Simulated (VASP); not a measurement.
Here is a VASP 6.6.1 calculation.

INCAR

```
ALGO = Normal
EDIFF = 1E-7
ENCUT = 520
GGA = PE
ISIF = 2
ISMEAR = 0
LASPH = True
LCHARG = False
LREAL = False
LWAVE = False
NBANDS = 11
NELM = 80
PREC = Accurate
SIGMA = 0.02
```

The input KPOINTS:

```
k-points
0
Gamma
  10 10 10
```

POSCAR

```
SiC
1.0
    0.0000000000      2.1898629701      2.1898629701
    2.1898629701      0.0000000000      2.1898629701
    2.1898629701      2.1898629701      0.0000000000
Si C
1 1
Direct
    0.7500000000      0.7500000000      0.7500000000
    0.0000000000      0.0000000000      0.0000000000
```

Potentials or basis: VASP PAW PBE potentials, release 64 (Si, C).

Run with:

```sh
$ cat potpaw_PBE.64/Si/POTCAR potpaw_PBE.64/C/POTCAR > POTCAR
$ mpirun -np 1 vasp_std > vasp.out
```

Q: Predict the pressure.

A: 0.0 GPa.

Q: Predict the band gap on the k mesh.

A: 1.37 eV, indirect (least direct gap 4.53 eV).

A k mesh can miss the band edges. Expect the measured gap to be larger: semilocal functionals such as PBE lack the derivative discontinuity.
